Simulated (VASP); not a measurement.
# TiO2 (C2/c) in VASP: notebook, part 2 of 2

VASP 6.6.1. Earlier steps stand in the parts before.

### 4 Single point, PBEsol (11.48 Å³/atom)

Input file INCAR:

```
SYSTEM = TiO2
PREC     = Accurate       ! precision mode
ENCUT    = 520            ! plane-wave cutoff, eV
EDIFF    = 1E-6           ! SCF threshold, eV
ISMEAR   = -1             ! smearing method
SIGMA    = 0.05           ! smearing width, eV
LREAL    = .FALSE.        ! projectors in reciprocal space
LASPH    = .TRUE.         ! aspherical terms in the spheres
NELM     = 80             ! most SCF steps
ALGO     = Normal         ! electronic algorithm
ISIF     = 2              ! what is computed and relaxed
LWAVE    = .FALSE.        ! write WAVECAR
LCHARG   = .FALSE.        ! write CHGCAR
GGA      = PS             ! functional
NBANDS   = 33             ! bands
```

Input file KPOINTS:

```
Automatic mesh
0
G
  8 8 6
  0 0 0
```

Input file POSCAR:

```
TiO2
1.0
    2.6878721508     -2.6884889828      0.0000000000
    2.6878721508      2.6884889828      0.0000000000
   -2.6158557627      0.0000000000      4.7644438354
Ti O
2 4
Direct
    0.8658900000      0.1341100000      0.7500000000
    0.1341100000      0.8658900000      0.2500000000
    0.0887550000      0.3312210000      0.1671490000
    0.9112450000      0.6687790000      0.8328510000
    0.6687790000      0.9112450000      0.3328510000
    0.3312210000      0.0887550000      0.6671490000
```

Potentials or basis: VASP PAW PBE potentials, release 64 (Ti_sv, O).

Command:

```bash
$ cat potpaw_PBE.64/Ti_sv/POTCAR potpaw_PBE.64/O/POTCAR > POTCAR
$ mpirun -np 1 vasp_std > vasp.out
```

OUTCAR:

```text
SYSTEM = TiO2
   PREC = Accurate
   ENCUT = 520
   EDIFF = 1E-6
   ISMEAR = -1
   LREAL = .FALSE.
   LASPH = .TRUE.
   NELM = 80
   ISIF = 2
   GGA = PS

 ion  position               nearest neighbor table
   1  0.866  0.134  0.750-   4 1.92   6 1.92   6 1.96   4 1.96   3 1.99   5 1.99
   2  0.134  0.866  0.250-   5 1.92   3 1.92   5 1.96   3 1.96   6 1.99   4 1.99
   3  0.089  0.331  0.167-   2 1.92   2 1.96   1 1.99
   4  0.911  0.669  0.833-   1 1.92   1 1.96   2 1.99
   5  0.669  0.911  0.333-   2 1.92   2 1.96   1 1.99
   6  0.331  0.089  0.667-   1 1.92   1 1.96   2 1.99

  LATTYP: Found a base centered monoclinic cell.
 ALAT       =     5.3757443016
 B/A-ratio  =     1.0002294871
 C/A-ratio  =     1.0110809974
 COS(beta)  =    -0.4812705001

  Lattice vectors:

 A1 = (   2.6878721508,  -2.6884889828,   0.0000000000)
 A2 = (   2.6878721508,   2.6884889828,   0.0000000000)
 A3 = (  -2.6158557627,   0.0000000000,   4.7644438354)

Analysis of symmetry for initial positions (statically):
=====================================================================
 Subroutine PRICEL returns:
 Original cell was already a primitive cell.

 Routine SETGRP: Setting up the symmetry group for a
 base centered monoclinic supercell.

 Subroutine GETGRP returns: Found  4 space group operations
 (whereof  2 operations were pure point group operations)
 out of a pool of  4 trial point group operations.

The static configuration has the point symmetry S_2 .
 The point group associated with its full space group is C_2h.

Analysis of symmetry for dynamics (positions and initial velocities):
=====================================================================
 Subroutine PRICEL returns:
 Original cell was already a primitive cell.

 Routine SETGRP: Setting up the symmetry group for a
 base centered monoclinic supercell.

 Subroutine GETGRP returns: Found  4 space group operations
 (whereof  2 operations were pure point group operations)
 out of a pool of  4 trial point group operations.

The dynamic configuration has the point symmetry S_2 .
 The point group associated with its full space group is C_2h.

 Subroutine INISYM returns: Found  4 space group operations
 (whereof  2 operations are pure point group operations),
 and found     1 'primitive' translations

----------------------------------------------------------------------------------------

                                     Primitive cell

  volume of cell :      68.8587

  direct lattice vectors                    reciprocal lattice vectors
     2.687872151 -2.688488983  0.000000000     0.186020752 -0.185978073  0.102132269
     2.687872151  2.688488983  0.000000000     0.186020752  0.185978073  0.102132269
    -2.615855763  0.000000000  4.764443835     0.000000000  0.000000000  0.209888087

  length of vectors
     3.801661441  3.801661441  5.435312910     0.282174705  0.282174705  0.209888087

  position of ions in fractional coordinates (direct lattice)
     0.865890000  0.134110000  0.750000000
     0.134110000  0.865890000  0.250000000
     0.088755000  0.331221000  0.167149000
     0.911245000  0.668779000  0.832851000
     0.668779000  0.911245000  0.332851000
     0.331221000  0.088755000  0.667149000

  ion indices of the primitive-cell ions
   primitive index   ion index
[... 35 lines left out ...]
  0.000000  0.000000  0.000000      1.000000
  0.125000  0.000000  0.000000      4.000000
  0.250000  0.000000  0.000000      4.000000
  0.375000  0.000000  0.000000      4.000000
  0.500000  0.000000  0.000000      2.000000
  0.125000  0.125000  0.000000      2.000000
[... 16 lines left out ...]
  0.125000  0.000000  0.166667      4.000000
  0.250000  0.000000  0.166667      4.000000
 [... further k-points ...]
   k-points           NKPTS =    114   k-points in BZ     NKDIM =    114   number of bands    NBANDS=     33
   number of dos      NEDOS =    301   number of ions     NIONS =      6
   total plane-waves  NPLWV =  31360
   dimension x,y,z NGX =    28 NGY =   28 NGZ =   40
   dimension x,y,z NGXF=    56 NGYF=   56 NGZF=   80
   ions per type =               2   4
   NGX,Y,Z   is equivalent  to a cutoff of  12.24, 12.24, 12.23 a.u.
   NGXF,Y,Z  is equivalent  to a cutoff of  24.49, 24.49, 24.47 a.u.
 SYSTEM =  TiO2
   PREC   = accura    normal or accurate (medium, high low for compatibility)
   ISTART =      0    job   : 0-new  1-cont  2-samecut
   ICHARG =      2    charge: 1-file 2-atom 10-const
   ISPIN  =      1    spin polarized calculation?
   LNONCOLLINEAR =      F non collinear calculations
   LSORBIT =      F    spin-orbit coupling
   LASPH  =      T    aspherical Exc in radial PAW
   ENCUT  =  520.0 eV  38.22 Ry    6.18 a.u.   7.07  7.07 10.11*2*pi/ulx,y,z
   NELM   =     80;   NELMIN=  2; NELMDL= -5     # of ELM steps
   EDIFF  = 0.1E-05   stopping-criterion for ELM
   LREAL  =      F    real-space projection
   EDIFFG = 0.1E-04   stopping-criterion for IOM
   NSW    =      0    number of steps for IOM
   IBRION =     -1    ionic relax: 0-MD 1-quasi-New 2-CG
   NFREE  =      0    steps in history (QN), initial steepest desc. (CG)
   ISIF   =      2    stress and relaxation
   ISYM   =      2    0-nonsym 1-usesym 2-fastsym
   POTIM  = 0.5000    time-step for ionic-motion
   TEBEG  =    0.0;   TEEND  =   0.0 temperature during run
   PSTRESS=    0.0 pullay stress
   NELECT =      48.0000    total number of electrons
   NUPDOWN=      -1.0000    fix difference up-down
   EMIN   =  10.00;   EMAX   =-10.00  energy-range for DOS
   EFERMI =   0.00;   METHOD = LEGACY
   ISMEAR =    -1;   SIGMA  =   0.05  broadening in eV -4-tet -1-fermi 0-gaus
   EFERMI_NEDOS =   21; number of points for ismear=-14 and -15
   IALGO  =     38    algorithm
   IMIX   =      4    mixing-type and parameters
     AMIX     =   0.40;   BMIX     =  1.00
     AMIX_MAG =   1.60;   BMIX_MAG =  1.00
  volume/ion in A,a.u.               =      11.48        77.45
  Fermi-wavevector in a.u.,A,eV,Ry     =   1.451562  2.743054 28.667909  2.107032
  Thomas-Fermi vector in A             =   2.569045
   LORBIT       =      0    0 simple, 1 ext, 2 COOP (PROOUT), +10 PAW based schemes
   GGA     = PS    functional components
   LHFCALC =     F    Hartree Fock is set to
   AEXX    =    0.0000 exact exchange contribution
   IVDW    =     0    specifies the selected vdW correction
   LEPSILON=     F    determine dielectric tensor
   LRPA    =     F    only Hartree local field effects (RPA)
 non-spin polarized calculation
  energy-cutoff  :      520.00
  volume of cell :       68.86
 maximum number of plane-waves:      1870
   NGX = 15   NGY = 15   NGZ = 21

 number of electron      47.9999987 magnetization

 Free energy of the ion-electron system (eV)
  ---------------------------------------------------
  ext. energy  EPLUGINS =         0.00000000
  ---------------------------------------------------
  free energy    TOTEN  =       -56.20402489 eV

  energy without entropy =      -56.20402489  energy(sigma->0) =      -56.20402489

 E-fermi :   4.2307     XC(G=0): -10.9655

 val. band max:        3.1649560715   @ k =   0.5000   0.5000   0.0000
 cond. band min:       5.2174014401   @ k =   0.0000   0.0000   0.0000
 fundamental gap:      2.0524453686
 Fermi energy:         4.2307090238

 k-point     1 :       0.0000    0.0000    0.0000
  band No.  band energies     occupation
      1     -52.9918      2.00000
      2     -52.9318      2.00000
      3     -29.5640      2.00000
      4     -29.3253      2.00000
      5     -29.3250      2.00000
      6     -29.2571      2.00000
[... 853 lines left out ...]
     32       9.0044      0.00000
     33       9.2005      0.00000

 [... further k-points ...]

------------------------ aborting loop because EDIFF is reached ----------------------------------------

  FORCE on cell =-STRESS in cart. coord.  units (eV):
  Direction    XX          YY          ZZ          XY          YZ          ZX
  --------------------------------------------------------------------------------------
  -------------------------------------------------------------------------------------
  Total       -1.2948357     -1.3139727     -1.0868916      0.0000000      0.0000000     -0.0758973
  in kB      -30.1277144    -30.5729850    -25.2893550      0.0000000      0.0000000     -1.7659481
  external PRESSURE =     -28.6633514 kB  Pullay stress =       0.0000000 kB

 VOLUME and BASIS-vectors are now :
 -----------------------------------------------------------------------------
  energy-cutoff  :      520.00
  volume of cell :       68.86
      direct lattice vectors                 reciprocal lattice vectors
     2.687872151 -2.688488983  0.000000000     0.186020752 -0.185978073  0.102132269
     2.687872151  2.688488983  0.000000000     0.186020752  0.185978073  0.102132269
    -2.615855763  0.000000000  4.764443835     0.000000000  0.000000000  0.209888087

 POSITION                                       TOTAL-FORCE (eV/Angst)
 -----------------------------------------------------------------------------------
      0.72598     -1.96738      3.57333         0.000000     -0.085169     -0.000000
      2.03391      1.96738      1.19111         0.000000      0.085169     -0.000000
      0.69160      0.65187      0.79637        -0.008920      0.015201     -0.098986
      2.06828     -0.65187      3.96807         0.008920     -0.015201      0.098986
      3.37621      0.65187      1.58585         0.008920      0.015201      0.098986
     -0.61632     -0.65187      3.17859        -0.008920     -0.015201     -0.098986
 -----------------------------------------------------------------------------------
    total drift:                               -0.000000      0.000000     -0.000000

  FREE ENERGIE OF THE ION-ELECTRON SYSTEM (eV)
  ---------------------------------------------------
  free  energy   TOTEN  =       -56.2040248902 eV

  energy  without entropy=      -56.2040248901  energy(sigma->0) =      -56.20402489
```

It took 2.2 min on 1 thread of Intel Xeon 6975P-C (Granite Rapids), shared host; peak memory 0.32 GiB.

What came out:

```yaml
Free_energy: -56.2040 eV
Pressure: -2.9 GPa
Largest_force: 0.101 eV/Å
Band_gap_on_the_k_mesh: 2.05 eV (least direct gap 2.40 eV)
```

Forces in eV/Å, atoms in the order of the input:
```
Ti   0.000 -0.085  0.000
Ti   0.000  0.085  0.000
O   -0.009  0.015 -0.099
O    0.009 -0.015  0.099
O    0.009  0.015  0.099
O   -0.009 -0.015 -0.099
```

Levels at points of the mesh, in eV from the valence-band top:
```csv
k point,band 21,band 22,band 23,band 24,band 25,band 26,band 27,band 28
"(0.00, 0.00, 0.00)",-0.75,-0.71,-0.46,-0.45,2.05,2.81,3.89,3.90
"(0.50, 0.00, 0.00)",-1.92,-0.94,-0.85,-0.62,3.25,3.42,3.45,3.71
"(0.50, 0.50, 0.00)",-2.23,-1.91,-0.01,0.00,3.28,3.32,3.60,3.95
"(0.00, 0.00, 0.50)",-1.25,-1.25,-0.12,-0.12,2.42,2.42,3.72,3.72
"(0.50, 0.00, 0.50)",-1.90,-0.93,-0.84,-0.62,3.10,3.53,3.55,3.58
"(0.50, 0.50, 0.50)",-2.07,-2.07,-0.02,-0.02,3.31,3.31,3.78,3.78
```

Caveat: the PAW data sets were made with another functional, which shifts forces and pressure a little.

### 5 Single point, LDA (11.71 Å³/atom)

This run uses another cell than the first one, of 11.71 Å³/atom.

Input file INCAR:

```
PREC = Accurate
ENCUT = 520
EDIFF = 1E-7
ISMEAR = -1
SIGMA = 0.05
LREAL = False
LASPH = True
NELM = 100
ALGO = Normal
ISIF = 2
LWAVE = False
LCHARG = False
GGA = CA
NBANDS = 33
```

Input file KPOINTS:

```
Automatic mesh
0
Gamma
  8 8 6
```

POSCAR, as its differences from that of step 4:

```diff
@@ -2,5 +2,5 @@
 1.0
-    2.6878721508     -2.6884889828      0.0000000000
-    2.6878721508      2.6884889828      0.0000000000
-   -2.6158557627      0.0000000000      4.7644438354
+    2.7060340000     -2.7066550000      0.0000000000
+    2.7060340000      2.7066550000      0.0000000000
+   -2.6335310000      0.0000000000      4.7966370000
 Ti O
```

Potentials or basis: VASP PAW LDA potentials, release 64 (Ti_sv, O).

Command:

```bash
$ cat potpaw_LDA.64/Ti_sv/POTCAR potpaw_LDA.64/O/POTCAR > POTCAR
$ mpirun -np 1 vasp_std > vasp.out
```

It took 2.7 min on 1 thread of Intel Xeon 6975P-C (Granite Rapids), shared host; peak memory 0.3 GiB.

Results (log left out):

```
Free energy            : -58.6839 eV
Pressure               : -11.9 GPa
Largest force          : 0.313 eV/Å
Band gap on the k mesh : 1.95 eV (least direct gap 2.30 eV)
```

Forces in eV/Å, atoms in the order of the input:
```
Ti   0.000 -0.067  0.000
Ti   0.000  0.067  0.000
O    0.011  0.044 -0.310
O   -0.011 -0.044  0.310
O   -0.011  0.044  0.310
O    0.011 -0.044 -0.310
```

Stress tensor (GPa, compression positive):
```
-11.96   0.00  -0.42
  0.00 -12.00   0.00
 -0.42   0.00 -11.71
```

Levels at points of the mesh, in eV from the valence-band top:
| k point | band 20 | band 21 | band 22 | band 23 | band 24 | band 25 | band 26 | band 27 | band 28 | band 29 |
| --- | --- | --- | --- | --- | --- | --- | --- | --- | --- | --- |
| (0.00, 0.00, 0.00) | -0.80 | -0.78 | -0.72 | -0.45 | -0.44 | 1.95 | 2.69 | 3.73 | 3.74 | 3.79 |
| (0.50, 0.00, 0.00) | -1.98 | -1.89 | -0.92 | -0.88 | -0.62 | 3.11 | 3.27 | 3.31 | 3.55 | 4.05 |
| (0.50, 0.50, 0.00) | -2.44 | -2.20 | -1.89 | -0.01 | 0.00 | 3.14 | 3.18 | 3.46 | 3.80 | 4.64 |
| (0.00, 0.00, 0.50) | -1.35 | -1.25 | -1.25 | -0.13 | -0.13 | 2.30 | 2.30 | 3.56 | 3.56 | 4.00 |
| (0.50, 0.00, 0.50) | -1.93 | -1.88 | -0.91 | -0.87 | -0.62 | 2.97 | 3.38 | 3.40 | 3.44 | 4.13 |
| (0.50, 0.50, 0.50) | -2.58 | -2.05 | -2.05 | -0.02 | -0.02 | 3.16 | 3.16 | 3.64 | 3.64 | 4.67 |

Caveat: the cell stands under tension.

### 6 The runs side by side

```tsv
level	potentials or basis	cell	gap on the mesh (eV)	pressure (GPa)	largest force (eV/Å)
BLYP+D3(BJ)	VASP PAW PBE potentials, release 64 (Ti_sv, O)	a = 3.792, b = 3.792, c = 5.481 Å, angles 110.2, 110.2, 90.0°, 6 atoms, atomic positions A	2.09	1.0	0.03
LDA	VASP PAW LDA potentials, release 64 (Ti_sv, O)	a = 3.802, b = 3.802, c = 5.435 Å, angles 109.9, 109.9, 90.0°, 6 atoms, atomic positions B	1.99	-8.0	0.20
PBEsol	VASP PAW PBE potentials, release 64 (Ti_sv, O)	a = 3.802, b = 3.802, c = 5.435 Å, angles 109.9, 109.9, 90.0°, 6 atoms, atomic positions B	2.05	-2.9	0.10
LDA	VASP PAW LDA potentials, release 64 (Ti_sv, O)	a = 3.827, b = 3.827, c = 5.472 Å, angles 109.9, 109.9, 90.0°, 6 atoms, atomic positions B	1.95	-11.9	0.31
```

Alike in all rows: task single point; no spin polarisation; k mesh 8 × 8 × 6; cutoff (eV) 520; smearing fermi-dirac 0.05 eV.

Caveats: the PAW data sets were made with another functional, which shifts forces and pressure a little (at least some runs); the cell stands under tension (at least some runs).

Total energies depend on the potentials used, so only differences within one code and one set of settings carry meaning.
